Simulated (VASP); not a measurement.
# CdS (CsCl type) (Pm-3m) in VASP: notebook

Runs on CdS (CsCl type). Level: PBE. Tasks: single point.

Program: VASP 6.6.1. These are calculated values, not measurements. Logs are shortened: lines on timing, memory, paths and dates and some standing lists are left out, and cuts for length are marked.

### Step 1. The cell of the first run

It takes space group Pm-3m (No. 221, cubic). The conventional cell has a = 2.939 Å, b = 2.939 Å, c = 2.939 Å, α = 90.00°, β = 90.00°, γ = 90.00°. Cd (site symmetry m-3m) has 8 S at 2.55 Å and 6 Cd at 2.94 Å within 3.4 Å. S (site symmetry m-3m) has 8 Cd at 2.55 Å and 6 S at 2.94 Å within 3.4 Å.

### Step 2. Single point, PBE (volume scaled by 0.64)

The input, INCAR:

```
SYSTEM = CdS
  PREC = Accurate
  ENCUT = 500
  EDIFF = 1E-6
  ISMEAR = -1
  SIGMA = 0.05
  LREAL = .False.
  LASPH = .True.
  NELM = 120
  ALGO = Normal
  ISIF = 2
  LWAVE = .False.
  LCHARG = .False.
  GGA = PE
  NBANDS = 16
  GGA_COMPAT = .False.
```

The input, KPOINTS:

```
regular mesh
0
Gamma
  14 14 14
  0 0 0
```

The input, POSCAR:

```
CdS
1.0
    2.9388191965      0.0000000000      0.0000000000
    0.0000000000      2.9388191965      0.0000000000
    0.0000000000      0.0000000000      2.9388191965
Cd S
1 1
Direct
    0.0000000000      0.0000000000      0.0000000000
    0.5000000000      0.5000000000      0.5000000000
```

Potentials or basis: VASP PAW PBE potentials, release 64 (Cd, S).

Run with:

```
$ cat potpaw_PBE.64/Cd/POTCAR potpaw_PBE.64/S/POTCAR > POTCAR
$ mpirun -np 1 vasp_std > vasp.out
```

OUTCAR:

```text
SYSTEM = CdS
   PREC = Accurate
   ENCUT = 500
   EDIFF = 1E-6
   ISMEAR = -1
   LREAL = .False.
   LASPH = .True.
   NELM = 120
   ISIF = 2
   GGA = PE

 ion  position               nearest neighbor table
   1  0.000  0.000  0.000-   2 2.55   2 2.55   2 2.55   2 2.55   2 2.55   2 2.55   2 2.55   2 2.55

   2  0.500  0.500  0.500-   1 2.55   1 2.55   1 2.55   1 2.55   1 2.55   1 2.55   1 2.55   1 2.55

  LATTYP: Found a simple cubic cell.
 ALAT       =     2.9388191965

  Lattice vectors:

 A1 = (   2.9388191965,   0.0000000000,   0.0000000000)
 A2 = (   0.0000000000,   2.9388191965,   0.0000000000)
 A3 = (   0.0000000000,   0.0000000000,   2.9388191965)

Analysis of symmetry for initial positions (statically):
=====================================================================
 Subroutine PRICEL returns:
 Original cell was already a primitive cell.

 Routine SETGRP: Setting up the symmetry group for a
 simple cubic supercell.

 Subroutine GETGRP returns: Found 48 space group operations
 (whereof 48 operations were pure point group operations)
 out of a pool of 48 trial point group operations.

The static configuration has the point symmetry O_h .

Analysis of symmetry for dynamics (positions and initial velocities):
=====================================================================
 Subroutine PRICEL returns:
 Original cell was already a primitive cell.

 Routine SETGRP: Setting up the symmetry group for a
 simple cubic supercell.

 Subroutine GETGRP returns: Found 48 space group operations
 (whereof 48 operations were pure point group operations)
 out of a pool of 48 trial point group operations.

The dynamic configuration has the point symmetry O_h .

 Subroutine INISYM returns: Found 48 space group operations
 (whereof 48 operations are pure point group operations),
 and found     1 'primitive' translations

----------------------------------------------------------------------------------------

                                     Primitive cell

  volume of cell :      25.3816

  direct lattice vectors                    reciprocal lattice vectors
     2.938819196  0.000000000  0.000000000     0.340272719  0.000000000  0.000000000
     0.000000000  2.938819196  0.000000000     0.000000000  0.340272719  0.000000000
     0.000000000  0.000000000  2.938819196     0.000000000  0.000000000  0.340272719

  length of vectors
     2.938819196  2.938819196  2.938819196     0.340272719  0.340272719  0.340272719

  position of ions in fractional coordinates (direct lattice)
     0.000000000  0.000000000  0.000000000
     0.500000000  0.500000000  0.500000000

  ion indices of the primitive-cell ions
   primitive index   ion index
                 1           1
                 2           2

----------------------------------------------------------------------------------------

 KPOINTS: regular mesh

Automatic generation of k-mesh.
 Grid dimensions read from file:
 generate k-points for:   14   14   14

 Generating k-lattice:

  Cartesian coordinates                     Fractional coordinates (reciprocal lattice)
     0.024305194  0.000000000  0.000000000     0.071428571  0.000000000  0.000000000
     0.000000000  0.024305194  0.000000000     0.000000000  0.071428571  0.000000000
     0.000000000  0.000000000  0.024305194     0.000000000  0.000000000  0.071428571

  Length of vectors
     0.024305194  0.024305194  0.024305194

  Shift w.r.t. Gamma in fractional coordinates (k-lattice)
     0.000000000  0.000000000  0.000000000

 Subroutine IBZKPT returns following result:
 ===========================================

 Found    120 irreducible k-points:

 Following reciprocal coordinates:
            Coordinates               Weight
  0.000000  0.000000  0.000000      1.000000
  0.071429  0.000000  0.000000      6.000000
  0.142857  0.000000  0.000000      6.000000
  0.214286  0.000000  0.000000      6.000000
  0.285714  0.000000  0.000000      6.000000
  0.357143  0.000000  0.000000      6.000000
[... 16 lines left out ...]
  0.285714  0.214286  0.000000     24.000000
  0.357143  0.214286  0.000000     24.000000
 [... further k-points ...]
   k-points           NKPTS =    120   k-points in BZ     NKDIM =    120   number of bands    NBANDS=     16
   number of dos      NEDOS =    301   number of ions     NIONS =      2
   total plane-waves  NPLWV =  13824
   dimension x,y,z NGX =    24 NGY =   24 NGZ =   24
   dimension x,y,z NGXF=    48 NGYF=   48 NGZF=   48
   ions per type =               1   1
   NGX,Y,Z   is equivalent  to a cutoff of  13.58, 13.58, 13.58 a.u.
   NGXF,Y,Z  is equivalent  to a cutoff of  27.15, 27.15, 27.15 a.u.
 SYSTEM =  CdS
   PREC   = accura    normal or accurate (medium, high low for compatibility)
   ISTART =      0    job   : 0-new  1-cont  2-samecut
   ICHARG =      2    charge: 1-file 2-atom 10-const
   ISPIN  =      1    spin polarized calculation?
   LNONCOLLINEAR =      F non collinear calculations
   LSORBIT =      F    spin-orbit coupling
   LASPH  =      T    aspherical Exc in radial PAW
   ENCUT  =  500.0 eV  36.75 Ry    6.06 a.u.   5.36  5.36  5.36*2*pi/ulx,y,z
   NELM   =    120;   NELMIN=  2; NELMDL= -5     # of ELM steps
   EDIFF  = 0.1E-05   stopping-criterion for ELM
   LREAL  =      F    real-space projection
   EDIFFG = 0.1E-04   stopping-criterion for IOM
   NSW    =      0    number of steps for IOM
   IBRION =     -1    ionic relax: 0-MD 1-quasi-New 2-CG
   NFREE  =      0    steps in history (QN), initial steepest desc. (CG)
   ISIF   =      2    stress and relaxation
   ISYM   =      2    0-nonsym 1-usesym 2-fastsym
   POTIM  = 0.5000    time-step for ionic-motion
   TEBEG  =    0.0;   TEEND  =   0.0 temperature during run
   PSTRESS=    0.0 pullay stress
   NELECT =      18.0000    total number of electrons
   NUPDOWN=      -1.0000    fix difference up-down
   EMIN   =  10.00;   EMAX   =-10.00  energy-range for DOS
   EFERMI =   0.00;   METHOD = LEGACY
   ISMEAR =    -1;   SIGMA  =   0.05  broadening in eV -4-tet -1-fermi 0-gaus
   EFERMI_NEDOS =   21; number of points for ismear=-14 and -15
   IALGO  =     38    algorithm
   IMIX   =      4    mixing-type and parameters
     AMIX     =   0.40;   BMIX     =  1.00
     AMIX_MAG =   1.60;   BMIX_MAG =  1.00
  volume/ion in A,a.u.               =      12.69        85.64
  Fermi-wavevector in a.u.,A,eV,Ry     =   1.459910  2.758830 28.998610  2.131338
  Thomas-Fermi vector in A             =   2.576422
   LORBIT       =      0    0 simple, 1 ext, 2 COOP (PROOUT), +10 PAW based schemes
   GGA     = PE    functional components
   LHFCALC =     F    Hartree Fock is set to
   AEXX    =    0.0000 exact exchange contribution
   IVDW    =     0    specifies the selected vdW correction
   LEPSILON=     F    determine dielectric tensor
   LRPA    =     F    only Hartree local field effects (RPA)
 non-spin polarized calculation
  energy-cutoff  :      500.00
  volume of cell :       25.38
 maximum number of plane-waves:       660
 NGX is ok and might be reduce to    24
   NGX = 11   NGY = 11   NGZ = 11

 number of electron      18.0000001 magnetization

 Free energy of the ion-electron system (eV)
  ---------------------------------------------------
  ext. energy  EPLUGINS =         0.00000000
  ---------------------------------------------------
  free energy    TOTEN  =        -2.19811748 eV

  energy without entropy =       -2.18918837  energy(sigma->0) =       -2.19365292

 E-fermi :   9.2680     XC(G=0): -13.1128

 val. band max:        9.2675091845   @ k =   0.5000   0.5000   0.0000
 cond. band min:       9.2943724261   @ k =   0.5000   0.4286   0.0000
 fundamental gap:      0.0268632416
 Fermi energy:         9.2680072762

 k-point     1 :       0.0000    0.0000    0.0000
  band No.  band energies     occupation
      1      -8.2271      2.00000
      2      -1.4422      2.00000
      3      -1.4422      2.00000
      4       0.1877      2.00000
      5       0.1877      2.00000
      6       0.1877      2.00000
[... 8 lines left out ...]
     15      25.5370      0.00000
     16      26.0493      0.00000

 k-point     2 :       0.0714    0.0000    0.0000
  band No.  band energies     occupation
      1      -8.1504      2.00000
      2      -1.4296      2.00000
      3      -1.4143      2.00000
      4       0.1360      2.00000
      5       0.1360      2.00000
      6       0.1922      2.00000
[... 8 lines left out ...]
     15      25.5006      0.00000
     16      25.5844      0.00000

 k-point     3 :       0.1429    0.0000    0.0000
  band No.  band energies     occupation
      1      -7.9237      2.00000
      2      -1.3940      2.00000
      3      -1.3496      2.00000
      4      -0.0028      2.00000
      5      -0.0028      2.00000
      6       0.2050      2.00000
[... 8 lines left out ...]
     15      24.5324      0.00000
     16      25.3994      0.00000

 k-point     4 :       0.2143    0.0000    0.0000
  band No.  band energies     occupation
      1      -7.5592      2.00000
      2      -1.3419      2.00000
      3      -1.3099      2.00000
      4      -0.1901      2.00000
      5      -0.1901      2.00000
      6       0.2235      2.00000
[... 8 lines left out ...]
     15      23.5638      0.00000
     16      25.2547      0.00000
[... 324 lines left out ...]
 k-point    22 :       0.2143    0.2143    0.0000
  band No.  band energies     occupation
      1      -6.9823      2.00000
      2      -1.3249      2.00000
      3      -0.9805      2.00000
      4      -0.4771      2.00000
      5      -0.1911      2.00000
      6      -0.0163      2.00000
[... 8 lines left out ...]
     15      23.0932      0.00000
     16      23.6089      0.00000

 k-point    23 :       0.2857    0.2143    0.0000
  band No.  band energies     occupation
      1      -6.5883      2.00000
      2      -1.3822      2.00000
      3      -0.8723      2.00000
      4      -0.4986      2.00000
      5      -0.3044      2.00000
      6      -0.0262      2.00000
[... 8 lines left out ...]
     15      22.9182      0.00000
     16      23.4614      0.00000

 k-point    24 :       0.3571    0.2143    0.0000
  band No.  band energies     occupation
      1      -6.1700      2.00000
      2      -1.5014      2.00000
      3      -0.8487      2.00000
      4      -0.4335      2.00000
      5      -0.4284      2.00000
      6      -0.0006      2.00000
[... 8 lines left out ...]
     15      23.0032      0.00000
     16      24.5407      0.00000

 [... further k-points ...]
[... 5 lines left out ...]
  --------------------------------------------------------------------------------------
  -------------------------------------------------------------------------------------
  Total       14.3893402     14.3893402     14.3893402     -0.0000000      0.0000000     -0.0000000
  in kB      908.3074154    908.3074154    908.3074154     -0.0000000      0.0000000     -0.0000000
  external PRESSURE =     908.3074154 kB  Pullay stress =       0.0000000 kB

 VOLUME and BASIS-vectors are now :
 -----------------------------------------------------------------------------
  energy-cutoff  :      500.00
  volume of cell :       25.38
      direct lattice vectors                 reciprocal lattice vectors
     2.938819196  0.000000000  0.000000000     0.340272719  0.000000000  0.000000000
     0.000000000  2.938819196  0.000000000     0.000000000  0.340272719  0.000000000
     0.000000000  0.000000000  2.938819196     0.000000000  0.000000000  0.340272719

 POSITION                                       TOTAL-FORCE (eV/Angst)
 -----------------------------------------------------------------------------------
      0.00000      0.00000      0.00000         0.000000      0.000000      0.000000
      1.46941      1.46941      1.46941         0.000000      0.000000      0.000000
 -----------------------------------------------------------------------------------
    total drift:                                0.000000      0.000000     -0.000000

  FREE ENERGIE OF THE ION-ELECTRON SYSTEM (eV)
  ---------------------------------------------------
  free  energy   TOTEN  =        -2.1981174799 eV

  energy  without entropy=       -2.1891883681  energy(sigma->0) =       -2.19365292
```

Run time: 18 s. Hardware: 1 thread of Intel Xeon Platinum 8559C (Emerald Rapids), shared host; peak memory 0.17 GiB.

Results:

- Free energy: -2.1981 eV
- Pressure: 90.8 GPa
- Band gap on the k mesh: zero (band 9 reaches 9.77 eV, above the bottom of band 10 at 8.19 eV)

### Step 3. Single point, PBE (volume scaled by 0.72)

The input, INCAR:

```
PREC     = Accurate       # precision mode
ENCUT    = 500            # plane-wave cutoff, eV
EDIFF    = 1E-6           # SCF threshold, eV
ISMEAR   = -1             # smearing method
SIGMA    = 0.05           # smearing width, eV
LREAL    = False          # projectors in reciprocal space
LASPH    = True           # aspherical terms in the spheres
NELM     = 120            # most SCF steps
ALGO     = Normal         # electronic algorithm
ISIF     = 2              # what is computed and relaxed
LWAVE    = False          # write WAVECAR
LCHARG   = True           # write CHGCAR
GGA      = PE             # functional
LELF     = True           # ELF
LVHAR    = True         
NBANDS   = 16             # bands
GGA_COMPAT= False
```

The input, KPOINTS:

```
regular mesh
0
Gamma
  14 14 14
```

The input, POSCAR:

```
CdS
1.0
    3.0564951348      0.0000000000      0.0000000000
    0.0000000000      3.0564951348      0.0000000000
    0.0000000000      0.0000000000      3.0564951348
Cd S
1 1
Direct
    0.0000000000      0.0000000000      0.0000000000
    0.5000000000      0.5000000000      0.5000000000
```

Potentials or basis: VASP PAW PBE potentials, release 64 (Cd, S).

Run with:

```
$ cat potpaw_PBE.64/Cd/POTCAR potpaw_PBE.64/S/POTCAR > POTCAR
$ mpirun -np 1 vasp_std > vasp.out
```

Wall time 19 s (1 thread of Intel Xeon Platinum 8559C (Emerald Rapids), shared host); peak memory 0.17 GiB.

Results (log left out):

* Free energy: -3.5658 eV
* Pressure: 50.8 GPa
* Band gap on the k mesh: zero (band 9 reaches 7.88 eV, above the bottom of band 10 at 6.73 eV)

Levels at points of the mesh, in eV from the Fermi level:
```tsv
k point	band 5	band 6	band 7	band 8	band 9	band 10	band 11	band 12	band 13	band 14
(0.00, 0.00, 0.00)	-8.70	-8.70	-1.92	-1.92	-1.92	0.74	6.29	6.29	15.22	15.22
(0.50, 0.00, 0.00)	-9.35	-8.63	-7.03	0.31	0.31	4.41	6.22	6.83	7.46	7.46
(0.50, 0.50, 0.00)	-8.26	-7.57	-6.64	-6.64	-1.28	0.03	9.28	9.43	9.43	12.02
(0.50, 0.50, 0.50)	-8.24	-8.24	-2.29	-2.29	-2.29	0.70	0.70	0.70	4.72	19.76
```
